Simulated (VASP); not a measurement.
Wanted: the native input for a VASP 6.6.1 run.

```yaml
Task: single point
Functional: PBEsol
Potentials_or_basis: VASP PAW PBE potentials, release 64 (Au)
Cutoff: 520 eV
k_mesh: 18 × 18 × 10
Occupations: gaussian, width 0.15 eV
Spin: no spin polarisation
Dipole_correction: no
Further_INCAR_settings: ALGO = Fast; EDIFF = 1e-06; NBANDS = 18
```

The structure of Au lies in POSCAR:

```
Au
1.0
    2.8999984104      0.0000000000      0.0000000000
   -1.4499992052      2.5114722944      0.0000000000
    0.0000000000      0.0000000000      4.8800000000
Au
2
Direct
    0.1602608998      0.5399688519      0.7500000000
    0.6666666667      0.3333333333      0.2500000000
```

This cell differs from its parent crystal: atom 1 (Au) moved by (-0.450, +0.000) A along [1 1 0] and z.

These files were run (other wordings do the same):

INCAR

```
ALGO = Fast
EDIFF = 1E-6
ENCUT = 520
GGA = PS
ISIF = 2
ISMEAR = 0
LASPH = True
LCHARG = False
LREAL = False
LWAVE = False
NBANDS = 18
NELM = 100
PREC = Accurate
SIGMA = 0.15
```

KPOINTS

```
k-points
0
Gamma
  18 18 10
```

Potentials or basis: VASP PAW PBE potentials, release 64 (Au).

The run is started by

```console
$ cat potpaw_PBE.64/Au/POTCAR > POTCAR
$ mpirun -np 1 vasp_std > vasp.out
```

It gave:

```json
{"Pressure": "-4.6 GPa", "Largest force": "0.386 eV/Å", "Band gap on the k mesh": "zero (bands 11 and 12 overlap by 6.02 eV)"}
```

Caveat: the cell differs from its parent crystal (atom 1 (Au) moved by (-0.450, +0.000) A along [1 1 0] and z); the stress differs along the axes, from -7 to -1 GPa; the PAW data sets were made with another functional, which shifts forces and pressure a little; spin-orbit coupling is left out, which moves the levels of the heavy elements.

It took 9.3 min on 1 thread of Intel Xeon 8259CL, on a shared host, peak memory 0.58 GiB.
